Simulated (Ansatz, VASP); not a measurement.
**ZnCd3Te2 in VASP and in Ansatz**

```xyz
6
Lattice="5.3330 3.0790 2.8792 -5.3330 3.0790 2.8792 0.0000 -6.1580 2.8792" Properties=species:S:1:pos:R:3 pbc="T T T"
Zn    0.0000    0.0000    4.3188
Cd   -2.6665    1.5395    1.4396
Cd    0.0000   -3.0790    1.4396
Cd    2.6665    1.5395    1.4396
Te    0.0000    0.0000    6.7928
Te    0.0000    0.0000    1.8447
```

Change from the starting cell: species swapped into the Ag3AuS2 type (R-3m, No. 166).

Alike in both runs: functional PBE; k mesh 6 × 6 × 6; occupations gaussian, width 0.1 eV; no spin polarisation.

Ansatz relaxed the structure, and its values are those at the end. VASP's run is a single point on that final structure, the one shown.

|  | VASP | Ansatz |
| --- | --- | --- |
| version | VASP 6.6.1 | Ansatz 0.2.0 |
| potentials or method | VASP PAW PBE potentials, release 64 (Zn, Cd, Te), cutoff 520 eV | scalar-relativistic, plane waves, PAW |
| valence electrons in the cell | 60 | 104 |

VASP gave:

| Item | Value |
| --- | --- |
| gap on the k mesh at the Fermi level (eV) | none |
| pressure (GPa) | 0.1 |
| rms of the force components (eV/Å) | 0.007 |

What did Ansatz give for the same quantities?

gap on the k mesh at the Fermi level (eV): none; pressure (GPa): 0.0; rms of the force components (eV/Å): 0.001.

A gap of «none» marks a metal or a gap that the smearing closes. VASP's potentials hold 60 valence electrons a cell and Ansatz's 104, so a difference there can come from the potentials and not from the codes.

Spin-orbit coupling is off throughout.
